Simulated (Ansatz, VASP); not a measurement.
Pd in VASP and in Ansatz

```
Pd
1.0
     0.00000    1.98304    1.98304
     1.98304    0.00000    1.98304
     1.98304    1.98304    0.00000
Pd
1
Direct
  0.00000 0.00000 0.00000
```

Change from the starting cell: volume scaled by 1.06, crystal datasets.

Alike in both runs: task electric field gradients; functional PBE; k mesh 18 × 18 × 18; occupations fermi-dirac, width 0.05 eV; no spin polarisation.

|  | VASP | Ansatz |
| --- | --- | --- |
| version | VASP 6.6.1 | Ansatz 0.2.0 |
| potentials or method | VASP PAW PBE potentials, release 64 (Pd), cutoff 520 eV | all-electron PAW with datasets made for the crystal, scalar-relativistic |

VASP gave:

* pressure (GPa): -3.1

**Question.** Which values does Ansatz return?

**Answer.** Pressure (GPa): -3.0.

Ansatz ran all-electron here, and VASP with PAW potentials.
